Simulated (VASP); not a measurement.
Set up this calculation in VASP 6.6.1, as the native input.

| Item | Value |
| --- | --- |
| Task | single point |
| Functional | PBEsol |
| Potentials or basis | VASP PAW PBE potentials, release 64 (Cu) |
| Cutoff | 520 eV |
| k mesh | 9 × 9 × 8 |
| Occupations | gaussian, width 0.1 eV |
| Spin | collinear spin, ferromagnetic start |
| Starting moments | [1.0, 1.0] μB |
| Dipole correction | no |
| Further INCAR settings | ALGO = Normal; EDIFF = 1e-06; NBANDS = 22 |

The structure of Cu lies in POSCAR:

```
Cu
1.0
    4.0919516368      0.0000000000      0.0000000000
   -2.0459758184      3.5437340685      0.0000000000
    0.0000000000      0.0000000000      4.9927787000
Cu
2
Direct
    0.3333333300      0.6666666700      0.8395121300
    0.6666666700      0.3333333300      0.1604878700
```

These files were run (other wordings do the same):

INCAR

```
PREC = Accurate ; ENCUT = 520
EDIFF = 1E-6 ; ISMEAR = 0
SIGMA = 0.1 ; LREAL = False
LASPH = True ; NELM = 150
ALGO = Normal ; ISIF = 2
LWAVE = False ; LCHARG = False
ISPIN = 2 ; MAGMOM = 1 1
LORBIT = 11 ; LMAXMIX = 4
GGA = PS ; NBANDS = 22
```

KPOINTS

```
Automatic mesh
0
Gamma
  9 9 8
```

Potentials or basis: VASP PAW PBE potentials, release 64 (Cu).

The run is started by

```console
$ cat potpaw_PBE.64/Cu/POTCAR > POTCAR
$ mpirun -np 1 vasp_std > vasp.out
```

Results of the run:

```
Pressure                                              : -8.6 GPa
Largest force                                         : 1.154 eV/Å
Band gap on the k mesh                                : zero (filled and empty bands overlap)
Net moment                                            : 0.00 μB per cell
Valence electrons inside the program's atomic spheres : Cu 9.70
```

Caveat: the PAW data sets were made with another functional, which shifts forces and pressure a little.

Wall time 6.2 min on 1 thread of Oxide Virtual Turin-like Processor, with other jobs on the host, peak memory 0.29 GiB.
